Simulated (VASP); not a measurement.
Runs of VASP 6.6.1 on Cu. The structure is that of space group P-3m1 (No. 164), or close to it. The cells are those of the table. 

```tsv
task	cell	dipole correction	k mesh for the DOS	occupations for the DOS	electric field (eV/Å)	gap on the mesh (eV)	largest force (eV/Å)
single point	a = 2.567, b = 2.567, c = 24.382 Å, angles 90.0, 90.0, 120.0°, 5 atoms	yes	-	-	-	none	0.05
single point	a = 2.567, b = 2.567, c = 30.341 Å, angles 90.0, 90.0, 120.0°, 5 atoms	yes	-	-	-	none	0.02
single point	a = 2.567, b = 2.567, c = 24.382 Å, angles 90.0, 90.0, 120.0°, 5 atoms	no	-	-	-	none	0.02
single point	a = 2.567, b = 2.567, c = 24.382 Å, angles 90.0, 90.0, 120.0°, 5 atoms	yes	-	-	0.5	none	(a)
```

Alike in all rows: level PBE; potentials or basis VASP PAW PBE potentials, release 64 (Cu); no spin polarisation; k mesh 15 × 15 × 1; cutoff (eV) 520; smearing fermi-dirac 0.1 eV.

**Question.** Fill in the values left out.

**Answer.** (a) 0.03.

A gap of «none» marks levels without a gap at the run's occupations.
